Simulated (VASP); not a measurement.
Wanted: the native input for a VASP 6.6.1 run.

```yaml
Task: single point
Functional: PBE
Potentials_or_basis: VASP PAW PBE potentials, release 64 (Cs_sv)
Cutoff: 520 eV
k_mesh: 12 × 12 × 12
Occupations: gaussian, width 0.15 eV
Spin: no spin polarisation
Dipole_correction: no
Further_INCAR_settings: ALGO = Fast; EDIFF = 1e-07; NBANDS = 10
```

The structure of Cs lies in POSCAR:

```
Cs
1.0
   -3.0225000000      3.0225000000      2.9016000000
    3.0225000000     -3.0225000000      2.9016000000
    3.0225000000      3.0225000000     -2.9016000000
Cs
1
Direct
    0.0000000000      0.0000000000      0.0000000000
```

This cell differs from its parent crystal: strain +0.000 along x and y, -0.040 along z.

These files were run (other wordings do the same):

INCAR

```
SYSTEM = Cs
  PREC = Accurate
  ENCUT = 520
  EDIFF = 1E-7
  ISMEAR = 0
  SIGMA = 0.15
  LREAL = .FALSE.
  LASPH = .TRUE.
  NELM = 80
  ALGO = Fast
  ISIF = 2
  LWAVE = .FALSE.
  LCHARG = .TRUE.
  GGA = PE
  LELF = .TRUE.
  LVHAR = .TRUE.
  NBANDS = 10
```

KPOINTS

```
Automatic mesh
0
G
  12 12 12
  0 0 0
```

Potentials or basis: VASP PAW PBE potentials, release 64 (Cs_sv).

Run with:

```sh
$ cat potpaw_PBE.64/Cs_sv/POTCAR > POTCAR
$ mpirun -np 1 vasp_std > vasp.out
```

Results of the run:

```yaml
Pressure: 0.2 GPa
```

Caveat: the cell differs from its parent crystal (strain +0.000 along x and y, -0.040 along z).

Run time: 5.5 min on 1 thread of AMD EPYC 7R43 64-Core Processor (Zen 3), with other jobs on the host, peak memory 0.31 GiB.
